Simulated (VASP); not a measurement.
Write the native input for VASP 6.6.1 that does the following.

| Item | Value |
| --- | --- |
| Task | single point |
| Functional | PBEsol |
| Potentials or basis | VASP PAW PBE potentials, release 64 (Cd, Te) |
| Cutoff | 520 eV |
| k mesh | 6 × 6 × 6 |
| Occupations | gaussian, width 0.01 eV |
| Spin | no spin polarisation |
| Dipole correction | no |
| Further INCAR settings | ALGO = Normal; EDIFF = 1e-06; NBANDS = 16 |

The structure of CdTe lies in POSCAR:

```
CdTe
1.0
    0.0000000000      3.1125938380      3.1125938380
    3.1125938380      0.0000000000      3.1125938380
    3.1125938380      3.1125938380      0.0000000000
Cd Te
1 1
Direct
    0.0000000000      0.0000000000      0.0000000000
    0.7500000000      0.7500000000      0.7500000000
```

One way to write it, as run:

INCAR

```
ALGO     = Normal         # electronic algorithm
EDIFF    = 1E-6           # SCF threshold, eV
ENCUT    = 520            # plane-wave cutoff, eV
GGA      = PS             # functional
ISIF     = 2              # what is computed and relaxed
ISMEAR   = 0              # smearing method
LASPH    = T              # aspherical terms in the spheres
LCHARG   = F              # write CHGCAR
LREAL    = F              # projectors in reciprocal space
LWAVE    = F              # write WAVECAR
NBANDS   = 16             # bands
NELM     = 80             # most SCF steps
PREC     = Accurate       # precision mode
SIGMA    = 0.01           # smearing width, eV
```

KPOINTS

```
k-points
0
Gamma
  6 6 6
```

Potentials or basis: VASP PAW PBE potentials, release 64 (Cd, Te).

The run is started by

```bash
$ cat potpaw_PBE.64/Cd/POTCAR potpaw_PBE.64/Te/POTCAR > POTCAR
$ mpirun -np 1 vasp_std > vasp.out
```

It gave:

```yaml
Pressure: 7.2 GPa
Band_gap_on_the_k_mesh: 1.03 eV, direct
```

Caveat: the PAW data sets were made with another functional, which shifts forces and pressure a little; spin-orbit coupling is left out, which moves the levels of the heavy elements.

It took 18 s on 1 thread of Intel(R) Xeon(R) 6975P-C (Granite Rapids), with other jobs on the host, peak memory 0.19 GiB.
